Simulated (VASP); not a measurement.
Runs of VASP 6.6.1 on Ir. The structure is that of space group P6_3/mmc (No. 194), or close to it. The cells are those of the table. 

| task | potentials or basis | cell | k mesh | cutoff (eV) | second run | gap on the mesh (eV) | pressure (GPa) |
| --- | --- | --- | --- | --- | --- | --- | --- |
| single point | VASP PAW PBE potentials, release 64 (Ir) | a = 2.786, b = 2.786, c = 9.102 Å, angles 90.0, 90.0, 120.0°, 4 atoms | 13 × 13 × 4 | 520 | - | none | 2.3 |
| single point | VASP PAW PBE potentials, release 64 (Ir_sv_GW) | a = 2.786, b = 2.786, c = 9.102 Å, angles 90.0, 90.0, 120.0°, 4 atoms | 13 × 13 × 4 | 500 | valence_matched | none | -1.4 |
| single point | VASP PAW PBE potentials, release 64 (Ir_sv_GW) | a = 2.709, b = 2.709, c = 8.853 Å, angles 90.0, 90.0, 120.0°, 4 atoms | 15 × 15 × 4 | 500 | valence_matched | none | (a) |
| single point | VASP PAW PBE potentials, release 64 (Ir) | a = 2.786, b = 2.786, c = 9.102 Å, angles 90.0, 90.0, 120.0°, 4 atoms | 15 × 15 × 4 | 520 | - | none | 2.3 |
| single point | VASP PAW PBE potentials, release 64 (Ir) | a = 2.709, b = 2.709, c = 8.853 Å, angles 90.0, 90.0, 120.0°, 4 atoms | 15 × 15 × 4 | 520 | - | none | 33.3 |
| relaxation of cell and atoms | VASP PAW PBE potentials, release 64 (Ir) | relaxed from a = 2.715, b = 2.715, c = 8.867 Å, angles 90.0, 90.0, 120.0°, 4 atoms | 13 × 13 × 4 | 600 | - | - | 0.0 |
| single point | VASP PAW PBE potentials, release 64 (Ir_sv_GW) | a = 2.786, b = 2.786, c = 9.102 Å, angles 90.0, 90.0, 120.0°, 4 atoms | 15 × 15 × 4 | 500 | valence_matched | none | (b) |
| single point | VASP PAW PBE potentials, release 64 (Ir) | a = 2.893, b = 2.893, c = 9.453 Å, angles 90.0, 90.0, 120.0°, 4 atoms | 15 × 15 × 4 | 520 | - | none | -22.9 |
| single point | VASP PAW PBE potentials, release 64 (Ir) | a = 2.822, b = 2.822, c = 9.222 Å, angles 90.0, 90.0, 120.0°, 4 atoms | 15 × 15 × 4 | 520 | - | none | -8.4 |

Alike in all rows: level BLYP; no spin polarisation; smearing fermi-dirac 0.1 eV.

**Question.** Fill in the values left out.

**Answer.** (a) 28.6; (b) -1.5.

Caveats: the PAW data sets were made with another functional, which shifts forces and pressure a little; spin-orbit coupling is left out, which moves the levels of the heavy elements; the bands computed are all filled at some k points, so no gap is given (some runs).

A k mesh can miss the band edges, and the runs leave out spin-orbit coupling on Ir.

A gap of «none» marks levels without a gap at the run's occupations.

The runs don't all hold the same shells in valence.
